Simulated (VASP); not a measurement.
A run of VASP 6.6.1 is set up as follows.

INCAR

```
ALGO = Normal
EDIFF = 1E-7
EDIFFG = -0.01
ENCUT = 600
GGA = RP
IBRION = 2
ISIF = 3
ISMEAR = -1
LASPH = T
LCHARG = F
LREAL = F
LWAVE = F
NELM = 80
NSW = 80
PREC = Accurate
SIGMA = 0.1
```

The input KPOINTS:

```
k-points
0
Gamma
  13 13 13
```

File POSCAR:

```
Ga
1.0
    0.0000000000      2.1397919757      2.1397919757
    2.1397919757      0.0000000000      2.1397919757
    2.1397919757      2.1397919757      0.0000000000
Ga
1
Direct
    0.0000000000      0.0000000000      0.0000000000
```

Potentials or basis: VASP PAW PBE potentials, release 64 (Ga_d).

Launch:

```console
$ cat potpaw_PBE.64/Ga_d/POTCAR > POTCAR
$ mpirun -np 1 vasp_std > vasp.out
```

Estimate the relaxed volume.

19.69 Å³/atom.

Predict the relaxed cell.

a = 3.031 Å, b = 3.031 Å, c = 3.031 Å, α = 60.00°, β = 60.00°, γ = 60.00°.

Final structure:
```xyz
1
Lattice="0.0000 2.1433 2.1433 2.1433 0.0000 2.1433 2.1433 2.1433 0.0000" Properties=species:S:1:pos:R:3 pbc="T T T"
Ga    4.2867    2.1433    2.1433
```

Caveat: the PAW data sets were made with another functional, which shifts forces and pressure a little.
